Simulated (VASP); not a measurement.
Runs of VASP 6.6.1 on Cr. The structure is that of space group P6_3/mmc (No. 194), or close to it. The cells are those of the table. 

```csv
cell,gap on the mesh (eV),pressure (GPa)
"a = 2.398, b = 2.398, c = 4.282 Å, angles 90.0, 90.0, 120.0°, 2 atoms",none,37.0
"a = 2.598, b = 2.598, c = 4.641 Å, angles 90.0, 90.0, 120.0°, 2 atoms",none,-20.2
"a = 2.433, b = 2.433, c = 4.346 Å, angles 90.0, 90.0, 120.0°, 2 atoms",none,(a)
"a = 2.468, b = 2.468, c = 4.408 Å, angles 90.0, 90.0, 120.0°, 2 atoms",none,9.6
```

Alike in all rows: task single point; level revPBE; potentials or basis VASP PAW PBE potentials, release 64 (Cr_pv); no spin polarisation; k mesh 16 × 16 × 8; cutoff (eV) 520; smearing fermi-dirac 0.1 eV.

Problem. Fill in the values left out.

Solution. (a) 21.9.

Caveats: the PAW data sets were made with another functional, which shifts forces and pressure a little; the run has no spin polarisation, though such a crystal can be magnetic.

A gap of «none» marks levels without a gap at the run's occupations.
